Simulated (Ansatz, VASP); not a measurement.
**Two plane-wave programs on ZnO**

```xyz
2
Lattice="2.8485 0.0000 0.0000 0.0000 2.8485 0.0000 0.0000 0.0000 4.7514" Properties=species:S:1:pos:R:3 pbc="T T T"
Zn    0.0000    0.0000    2.3757
O     1.4242    1.4242    2.3757
```

Alike in both runs: task relaxation of cell and atoms; functional PBE; k mesh 12 × 12 × 8; occupations gaussian, width 0.01 eV; no spin polarisation.

|  | VASP | Ansatz |
| --- | --- | --- |
| version | VASP 6.6.1 | Ansatz 0.2.0 |
| potentials or method | VASP PAW PBE potentials, release 64 (Zn, O), cutoff 600 eV | scalar-relativistic, plane waves, PAW |
| valence electrons in the cell | 18 | 18 |

```tsv
	VASP	Ansatz	Ansatz less VASP
gap on the k mesh at the Fermi level, each at its own relaxed structure (eV)	0.21	0.22	+0.014
relaxed volume (Å³/atom)	19.36	19.28	-0.083
relaxed length of the cell vector where the two differ most in proportion (Å)	2.855	2.848	-0.0067
```
